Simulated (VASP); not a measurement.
# TiAl3 (Pm-3m) in VASP: further runs

The runs below take TiAl3 through single point, with PBE.

Everything below comes from runs of VASP 6.6.1. Logs are shortened: lines on timing, memory, paths and dates and some standing lists are left out, and cuts for length are marked.

### Step 1. The cell of the first run

The structure is cubic, space group Pm-3m (No. 221). The conventional cell has a = 3.980 Å, b = 3.980 Å, c = 3.980 Å, α = 90.00°, β = 90.00°, γ = 90.00°. Ti (site symmetry m-3m) has 12 Al at 2.81 Å within 3.7 Å. Al (site symmetry 4/mmm) has 8 Al at 2.81 Å and 4 Ti at 2.81 Å within 3.7 Å.

### Step 2. Single point, PBE

Input file INCAR:

```
SYSTEM = TiAl3
PREC     = Accurate       ! precision mode
ENCUT    = 520            ! plane-wave cutoff, eV
EDIFF    = 1E-6           ! SCF threshold, eV
ISMEAR   = 0              ! smearing method
SIGMA    = 0.1            ! smearing width, eV
LREAL    = Auto         
LASPH    = .True.         ! aspherical terms in the spheres
NELM     = 60             ! most SCF steps
ALGO     = Fast           ! electronic algorithm
ISIF     = 2              ! what is computed and relaxed
LWAVE    = .False.        ! write WAVECAR
LCHARG   = .True.         ! write CHGCAR
GGA      = PE             ! functional
LELF     = .True.         ! ELF
LVHAR    = .True.       
NBANDS   = 56             ! bands
```

Input file KPOINTS:

```
regular mesh
0
Gamma
  7 7 7
  0 0 0
```

Input file POSCAR:

```
TiAl3
1.0
   -3.9797267091      3.9797267091      3.9797267091
    3.9797267091     -3.9797267091      3.9797267091
    3.9797267091      3.9797267091     -3.9797267091
Ti Al
4 12
Direct
    0.5000000000      0.5000000000      0.0000000000
    0.0000000000      0.0000000000      0.0000000000
    0.0000000000      0.5000000000      0.5000000000
    0.5000000000      0.0000000000      0.5000000000
    0.2500000000      0.2500000000      0.5000000000
    0.7500000000      0.7500000000      0.5000000000
    0.7500000000      0.2500000000      0.0000000000
    0.2500000000      0.7500000000      0.0000000000
    0.2500000000      0.5000000000      0.2500000000
    0.7500000000      0.0000000000      0.2500000000
    0.7500000000      0.5000000000      0.7500000000
    0.2500000000      0.0000000000      0.7500000000
    0.5000000000      0.2500000000      0.2500000000
    0.0000000000      0.7500000000      0.2500000000
    0.0000000000      0.2500000000      0.7500000000
    0.5000000000      0.7500000000      0.7500000000
```

Potentials or basis: VASP PAW PBE potentials, release 64 (Ti_sv, Al).

Command:

```console
> cat potpaw_PBE.64/Ti_sv/POTCAR potpaw_PBE.64/Al/POTCAR > POTCAR
> mpirun -np 1 vasp_std > vasp.out
```

OUTCAR:

```text
SYSTEM = TiAl3
   PREC = Accurate
   ENCUT = 520
   EDIFF = 1E-6
   ISMEAR = 0
   LREAL = Auto
   LASPH = .True.
   NELM = 60
   ISIF = 2
   GGA = PE

 ion  position               nearest neighbor table
   1  0.500  0.500  0.000-   6 2.81   7 2.81   8 2.81   9 2.81  10 2.81  11 2.81  13 2.81  14 2.81
                            16 2.81   5 2.81  12 2.81  15 2.81
   2  0.000  0.000  0.000-   5 2.81   7 2.81   8 2.81   9 2.81  10 2.81  12 2.81  13 2.81  14 2.81
                            15 2.81   6 2.81  11 2.81  16 2.81
   3  0.000  0.500  0.500-   5 2.81   6 2.81   8 2.81   9 2.81  11 2.81  12 2.81  14 2.81  15 2.81
                            16 2.81   7 2.81  10 2.81  13 2.81
   4  0.500  0.000  0.500-   5 2.81   6 2.81   7 2.81  10 2.81  11 2.81  12 2.81  13 2.81  15 2.81
                            16 2.81   8 2.81   9 2.81  14 2.81
   5  0.250  0.250  0.500-   1 2.81   3 2.81   4 2.81   9 2.81  11 2.81  12 2.81  13 2.81  15 2.81
                            16 2.81   2 2.81  14 2.81  10 2.81
   6  0.750  0.750  0.500-   2 2.81   3 2.81   4 2.81  10 2.81  11 2.81  12 2.81  14 2.81  15 2.81
                            16 2.81   1 2.81  13 2.81   9 2.81
   7  0.750  0.250  0.000-   1 2.81   2 2.81   3 2.81   9 2.81  10 2.81  11 2.81  13 2.81  14 2.81
                            15 2.81   4 2.81  16 2.81  12 2.81
   8  0.250  0.750  0.000-   1 2.81   2 2.81   4 2.81   9 2.81  10 2.81  12 2.81  13 2.81  14 2.81
                            16 2.81   3 2.81  15 2.81  11 2.81
   9  0.250  0.500  0.250-   1 2.81   3 2.81   4 2.81   5 2.81   6 2.81   8 2.81  13 2.81  14 2.81
                            16 2.81  15 2.81   2 2.81   7 2.81
  10  0.750  0.000  0.250-   2 2.81   3 2.81   4 2.81   5 2.81   6 2.81   7 2.81  13 2.81  14 2.81
                            15 2.81  16 2.81   1 2.81   8 2.81
  11  0.750  0.500  0.750-   1 2.81   2 2.81   3 2.81   6 2.81   7 2.81   8 2.81  14 2.81  15 2.81
                            16 2.81  13 2.81   4 2.81   5 2.81
  12  0.250  0.000  0.750-   1 2.81   2 2.81   4 2.81   5 2.81   7 2.81   8 2.81  13 2.81  15 2.81
                            16 2.81  14 2.81   3 2.81   6 2.81
  13  0.500  0.250  0.250-   1 2.81   3 2.81   4 2.81   5 2.81   6 2.81   7 2.81   9 2.81  10 2.81
                            11 2.81  12 2.81   8 2.81   2 2.81
  14  0.000  0.750  0.250-   2 2.81   3 2.81   4 2.81   5 2.81   6 2.81   8 2.81   9 2.81  10 2.81
                            12 2.81  11 2.81   7 2.81   1 2.81
  15  0.000  0.250  0.750-   1 2.81   2 2.81   3 2.81   5 2.81   7 2.81   8 2.81   9 2.81  11 2.81
                            12 2.81  10 2.81   6 2.81   4 2.81
  16  0.500  0.750  0.750-   1 2.81   2 2.81   4 2.81   6 2.81   7 2.81   8 2.81  10 2.81  11 2.81
                            12 2.81   9 2.81   5 2.81   3 2.81

  LATTYP: Found a body centered cubic cell.
 ALAT       =     7.9594534182

  Lattice vectors:

 A1 = (  -3.9797267091,   3.9797267091,   3.9797267091)
 A2 = (   3.9797267091,  -3.9797267091,   3.9797267091)
 A3 = (   3.9797267091,   3.9797267091,  -3.9797267091)

Analysis of symmetry for initial positions (statically):
=====================================================================
 Subroutine PRICEL returns following result:

  LATTYP: Found a simple cubic cell.
 ALAT       =     3.9797267091

  Lattice vectors:

 A1 = (   0.0000000000,   3.9797267091,   0.0000000000)
 A2 = (   3.9797267091,   0.0000000000,   0.0000000000)
 A3 = (   0.0000000000,   0.0000000000,  -3.9797267091)

   4 primitive cells build up your supercell.

 Routine SETGRP: Setting up the symmetry group for a
 body centered cubic supercell.

 Subroutine GETGRP returns: Found 48 space group operations
 (whereof 48 operations were pure point group operations)
 out of a pool of 48 trial point group operations.

The static configuration has the point symmetry O_h .

Analysis of symmetry for dynamics (positions and initial velocities):
=====================================================================
 Subroutine PRICEL returns following result:

  LATTYP: Found a simple cubic cell.
 ALAT       =     3.9797267091

  Lattice vectors:

 A1 = (   0.0000000000,   3.9797267091,   0.0000000000)
 A2 = (   3.9797267091,   0.0000000000,   0.0000000000)
 A3 = (   0.0000000000,   0.0000000000,  -3.9797267091)

   4 primitive cells build up your supercell.

 Routine SETGRP: Setting up the symmetry group for a
 body centered cubic supercell.

 Subroutine GETGRP returns: Found 48 space group operations
 (whereof 48 operations were pure point group operations)
 out of a pool of 48 trial point group operations.

[... 39 lines left out ...]
 generate k-points for:    7    7    7

 Generating k-lattice:

  Cartesian coordinates                     Fractional coordinates (reciprocal lattice)
     0.000000000  0.017948110  0.017948110     0.142857143  0.000000000  0.000000000
     0.017948110  0.000000000  0.017948110     0.000000000  0.142857143  0.000000000
     0.017948110  0.017948110  0.000000000     0.000000000  0.000000000  0.142857143

  Length of vectors
     0.025382460  0.025382460  0.025382460

  Shift w.r.t. Gamma in fractional coordinates (k-lattice)
     0.000000000  0.000000000  0.000000000

 Subroutine IBZKPT returns following result:
 ===========================================

 Found     20 irreducible k-points:

 Following reciprocal coordinates:
            Coordinates               Weight
  0.000000  0.000000  0.000000      1.000000
  0.142857  0.000000  0.000000     12.000000
  0.285714  0.000000  0.000000     12.000000
  0.428571  0.000000  0.000000     12.000000
  0.142857  0.142857  0.000000     24.000000
  0.285714  0.142857  0.000000     48.000000
[... 12 lines left out ...]
 -0.428571 -0.428571  0.285714      8.000000
 -0.428571  0.428571  0.428571      6.000000
   k-points           NKPTS =     20   k-points in BZ     NKDIM =     20   number of bands    NBANDS=     56
   number of dos      NEDOS =    301   number of ions     NIONS =     16
   total plane-waves  NPLWV = 157464
   dimension x,y,z NGX =    54 NGY =   54 NGZ =   54
   dimension x,y,z NGXF=   108 NGYF=  108 NGZF=  108
   ions per type =               4  12
   NGX,Y,Z   is equivalent  to a cutoff of  13.02, 13.02, 13.02 a.u.
   NGXF,Y,Z  is equivalent  to a cutoff of  26.05, 26.05, 26.05 a.u.
 SYSTEM =  TiAl3
   PREC   = accura    normal or accurate (medium, high low for compatibility)
   ISTART =      0    job   : 0-new  1-cont  2-samecut
   ICHARG =      2    charge: 1-file 2-atom 10-const
   ISPIN  =      1    spin polarized calculation?
   LNONCOLLINEAR =      F non collinear calculations
   LSORBIT =      F    spin-orbit coupling
   LASPH  =      T    aspherical Exc in radial PAW
   ENCUT  =  520.0 eV  38.22 Ry    6.18 a.u.  12.82 12.82 12.82*2*pi/ulx,y,z
   NELM   =     60;   NELMIN=  2; NELMDL= -5     # of ELM steps
   EDIFF  = 0.1E-05   stopping-criterion for ELM
   LREAL  =      T    real-space projection
   EDIFFG = 0.1E-04   stopping-criterion for IOM
   NSW    =      0    number of steps for IOM
   IBRION =     -1    ionic relax: 0-MD 1-quasi-New 2-CG
   NFREE  =      0    steps in history (QN), initial steepest desc. (CG)
   ISIF   =      2    stress and relaxation
   ISYM   =      2    0-nonsym 1-usesym 2-fastsym
   POTIM  = 0.5000    time-step for ionic-motion
   TEBEG  =    0.0;   TEEND  =   0.0 temperature during run
   PSTRESS=    0.0 pullay stress
   NELECT =      84.0000    total number of electrons
   NUPDOWN=      -1.0000    fix difference up-down
   EMIN   =  10.00;   EMAX   =-10.00  energy-range for DOS
   EFERMI =   0.00;   METHOD = LEGACY
   ISMEAR =     0;   SIGMA  =   0.10  broadening in eV -4-tet -1-fermi 0-gaus
   EFERMI_NEDOS =   21; number of points for ismear=-14 and -15
   IALGO  =     68    algorithm
   IMIX   =      4    mixing-type and parameters
     AMIX     =   0.40;   BMIX     =  1.00
     AMIX_MAG =   1.60;   BMIX_MAG =  1.00
  volume/ion in A,a.u.               =      15.76       106.34
  Fermi-wavevector in a.u.,A,eV,Ry     =   1.134910  2.144669 17.524579  1.288020
  Thomas-Fermi vector in A             =   2.271614
   LORBIT       =      0    0 simple, 1 ext, 2 COOP (PROOUT), +10 PAW based schemes
   GGA     = PE    functional components
   LHFCALC =     F    Hartree Fock is set to
   AEXX    =    0.0000 exact exchange contribution
   IVDW    =     0    specifies the selected vdW correction
   LEPSILON=     F    determine dielectric tensor
   LRPA    =     F    only Hartree local field effects (RPA)
 non-spin polarized calculation
 RMM-DIIS sequential band-by-band and
 Gauss-broadening in eV      SIGMA  =   0.10
  energy-cutoff  :      520.00
  volume of cell :      252.13
 maximum number of plane-waves:      6819
 NGX is ok and might be reduce to    54

 number of electron      83.9999992 magnetization

 Free energy of the ion-electron system (eV)
  ---------------------------------------------------
  ext. energy  EPLUGINS =         0.00000000
  ---------------------------------------------------
  free energy    TOTEN  =       -82.21023104 eV

  energy without entropy =      -82.16228130  energy(sigma->0) =      -82.18625617

 E-fermi :   8.9492     XC(G=0): -10.7572

 val. band max:        8.9391319202   @ k =  -0.4286   0.4286   0.2857
 cond. band min:       8.9571134379   @ k =   0.1429   0.0000   0.0000
 fundamental gap:      0.0179815177
 Fermi energy:         8.9491913224

 k-point     1 :       0.0000    0.0000    0.0000
  band No.  band energies     occupation
      1     -48.0717      2.00000
      2     -48.0702      2.00000
      3     -48.0702      2.00000
      4     -48.0702      2.00000
      5     -24.3870      2.00000
      6     -24.3870      2.00000
[... 1129 lines left out ...]
     53      10.0212      0.00000
     54      10.2858      0.00000
 [bands above 54 left out]

------------------------ aborting loop because EDIFF is reached ----------------------------------------

  FORCE on cell =-STRESS in cart. coord.  units (eV):
  Direction    XX          YY          ZZ          XY          YZ          ZX
  --------------------------------------------------------------------------------------
  -------------------------------------------------------------------------------------
  Total        0.0783141      0.0783141      0.0783141      0.0000000     -0.0000000     -0.0000000
  in kB        0.4976576      0.4976576      0.4976576      0.0000000     -0.0000000     -0.0000000
  external PRESSURE =       0.4976576 kB  Pullay stress =       0.0000000 kB

 VOLUME and BASIS-vectors are now :
 -----------------------------------------------------------------------------
  energy-cutoff  :      520.00
  volume of cell :      252.13
      direct lattice vectors                 reciprocal lattice vectors
    -3.979726709  3.979726709  3.979726709     0.000000000  0.125636768  0.125636768
     3.979726709 -3.979726709  3.979726709     0.125636768  0.000000000  0.125636768
     3.979726709  3.979726709 -3.979726709     0.125636768  0.125636768  0.000000000

 POSITION                                       TOTAL-FORCE (eV/Angst)
 -----------------------------------------------------------------------------------
      0.00000      0.00000      3.97973         0.000000     -0.000000      0.000000
      0.00000      0.00000      0.00000         0.000000      0.000000      0.000000
      3.97973      0.00000      0.00000        -0.000000     -0.000000     -0.000000
      0.00000      3.97973      0.00000         0.000000     -0.000000      0.000000
      1.98986      1.98986      0.00000         0.000000      0.000000     -0.000000
      1.98986      1.98986      3.97973        -0.000000      0.000000     -0.000000
[... 8 lines left out ...]
      3.97973      1.98986     -1.98986         0.000000      0.000000     -0.000000
      3.97973      1.98986      1.98986        -0.000000      0.000000     -0.000000
 -----------------------------------------------------------------------------------
    total drift:                                0.000000      0.000000     -0.000000

  FREE ENERGIE OF THE ION-ELECTRON SYSTEM (eV)
  ---------------------------------------------------
  free  energy   TOTEN  =       -82.2102310403 eV

  energy  without entropy=      -82.1622813021  energy(sigma->0) =      -82.18625617
```

Wall time 9.7 min (1 thread of Intel Xeon 6975P-C (Granite Rapids), shared host); peak memory 0.49 GiB.

Results:

* Free energy: -82.2102 eV
* Pressure: 0.0 GPa
* Band gap on the k mesh: zero (bands 42 and 43 overlap by 0.83 eV)

### Step 3. Single point, PBE

This run uses another cell than the first one: it holds 12 atoms, not 16.

Input file INCAR:

```
SYSTEM = TiAl3
PREC = Accurate ; ENCUT = 520
EDIFF = 1E-6 ; ISMEAR = 0
SIGMA = 0.1 ; LREAL = .FALSE.
LASPH = .TRUE. ; NELM = 80
ALGO = Fast ; ISIF = 2
LWAVE = .FALSE. ; LCHARG = .FALSE.
GGA = PE ; NBANDS = 44
```

Input file KPOINTS:

```
regular mesh
0
G
  6 6 6
  0 0 0
```

Input file POSCAR:

```
TiAl3
1.0
    5.6281834831      0.0000000000      0.0000000000
   -2.8140917415      4.8741498735      0.0000000000
    0.0000000000      0.0000000000      6.8930888562
Ti Al
3 9
Direct
    0.0000000000      0.0000000000      0.0000000000
    0.6666666667      0.3333333333      0.3333333333
    0.3333333333      0.6666666667      0.6666666667
    0.0000000000      0.5000000000      1.0000000000
    0.6666666667      0.8333333333      0.3333333333
    0.3333333333      0.1666666667      0.6666666667
    0.5000000000      0.0000000000      0.0000000000
    0.1666666667      0.3333333333      0.3333333333
    0.8333333333      0.6666666667      0.6666666667
    0.5000000000      0.5000000000      0.0000000000
    0.8333333333      0.1666666667      0.6666666667
    0.1666666667      0.8333333333      0.3333333333
```

Potentials or basis: VASP PAW PBE potentials, release 64 (Ti_sv, Al).

Command:

```console
> cat potpaw_PBE.64/Ti_sv/POTCAR potpaw_PBE.64/Al/POTCAR > POTCAR
> mpirun -np 1 vasp_std > vasp.out
```

It took 8.6 min on 1 thread of Intel Xeon 6975P-C (Granite Rapids), shared host; peak memory 0.42 GiB.

The run converged, but its numbers aren't listed here, since they failed a check.

Caveat: the result breaks the symmetry of the cell.

### Step 4. Single point, PBE

This run uses another cell than the first one: it holds 8 atoms, not 16.

Input file INCAR:

```
SYSTEM = TiAl3
  PREC = Accurate
  ENCUT = 520
  EDIFF = 1E-6
  ISMEAR = 0
  SIGMA = 0.15
  LREAL = .False.
  LASPH = .True.
  NELM = 60
  ALGO = Fast
  ISIF = 2
  LWAVE = .False.
  LCHARG = .True.
  GGA = PE
  LELF = .True.
  LVHAR = .True.
  NBANDS = 31
```

Input file KPOINTS:

```
regular mesh
0
Gamma
  8 8 4
  0 0 0
```

Input file POSCAR:

```
TiAl3
1.0
    3.9797267063      0.0000000000      0.0000000000
    0.0000000000      3.9797267063      0.0000000000
    0.0000000000      0.0000000000      7.9594534126
Ti Al
2 6
Direct
    0.0000000000      0.0000000000      0.5000000000
    0.0000000000      0.0000000000      0.0000000000
    0.5000000000      0.5000000000      0.0000000000
    0.5000000000      0.5000000000      0.5000000000
    0.5000000000      0.0000000000      0.2500000000
    0.5000000000      0.0000000000      0.7500000000
    0.0000000000      0.5000000000      0.2500000000
    0.0000000000      0.5000000000      0.7500000000
```

Command:

```console
> cat potpaw_PBE.64/Ti_sv/POTCAR potpaw_PBE.64/Al/POTCAR > POTCAR
> mpirun -np 1 vasp_std > vasp.out
```

Wall time 9.8 min (1 thread of AMD EPYC 7R13, shared host); peak memory 0.28 GiB.

It converged, with:

- Free energy: -41.1285 eV
- Pressure: 0.0 GPa
- Band gap on the k mesh: zero (bands 21 and 22 overlap by 2.94 eV)

Levels at points of the mesh, in eV from the Fermi level:
| k point | band 17 | band 18 | band 19 | band 20 | band 21 | band 22 | band 23 | band 24 | band 25 | band 26 |
| --- | --- | --- | --- | --- | --- | --- | --- | --- | --- | --- |
| (0.00, 0.00, 0.00) | -2.14 | -2.14 | -2.12 | 0.16 | 0.16 | 0.16 | 0.40 | 0.74 | 0.74 | 0.76 |
| (0.50, 0.00, 0.00) | -2.12 | -1.23 | -1.23 | 0.40 | 0.63 | 0.74 | 0.74 | 0.88 | 0.95 | 1.05 |
| (0.50, 0.50, 0.00) | -3.47 | -3.47 | -3.47 | -1.23 | -1.23 | 0.20 | 0.63 | 0.88 | 1.12 | 1.14 |
| (0.00, 0.00, 0.50) | -2.17 | -2.17 | -0.88 | -0.88 | 0.28 | 0.28 | 0.34 | 0.34 | 0.34 | 0.34 |
| (0.50, 0.00, 0.50) | -1.83 | -1.83 | -0.77 | -0.77 | 0.34 | 0.34 | 0.82 | 0.82 | 1.02 | 1.02 |
| (0.50, 0.50, 0.50) | -2.35 | -2.35 | -2.30 | -2.30 | -2.30 | -2.30 | 0.90 | 0.90 | 1.17 | 1.17 |

(Continued in part 2 of 2.)
